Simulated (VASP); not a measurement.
Input of a VASP 6.6.1 run:

INCAR

```
PREC     = Accurate       # precision mode
ENCUT    = 520            # plane-wave cutoff, eV
EDIFF    = 1E-6           # SCF threshold, eV
ISMEAR   = -1             # smearing method
SIGMA    = 0.1            # smearing width, eV
LREAL    = F              # projectors in reciprocal space
LASPH    = T              # aspherical terms in the spheres
NELM     = 80             # most SCF steps
ALGO     = Normal         # electronic algorithm
ISIF     = 2              # what is computed and relaxed
LWAVE    = F              # write WAVECAR
LCHARG   = T              # write CHGCAR
GGA      = PE             # functional
LELF     = T              # ELF
LVHAR    = T            
NBANDS   = 16             # bands
```

The input KPOINTS:

```
Automatic mesh
0
Gamma
  12 12 7
```

POSCAR

```
Co
1.0
    2.5074000000      0.0000000000      0.0000000000
   -1.2537000000      2.1714720000      0.0000000000
    0.0000000000      0.0000000000      4.0699000000
Co
2
Direct
    0.3333333333      0.6666666667      0.2500000000
    0.6666666667      0.3333333333      0.7500000000
```

Potentials or basis: VASP PAW PBE potentials, release 64 (Co).

The run is started by

```console
$ cat potpaw_PBE.64/Co/POTCAR > POTCAR
$ mpirun -np 1 vasp_std > vasp.out
```

What does it give for the band gap on the k mesh?

Zero (band 9 reaches 10.17 eV, above the bottom of band 10 at 8.84 eV).

Estimate the pressure.

-14.6 GPa.

Stress tensor (GPa, compression positive):
```
-13.85   0.00   0.00
  0.00 -13.85   0.00
  0.00   0.00 -15.98
```

Caveat: the run has no spin polarisation, though such a crystal can be magnetic. Spin polarisation is off, so any magnetic state and its effect on volume and gap are missing.
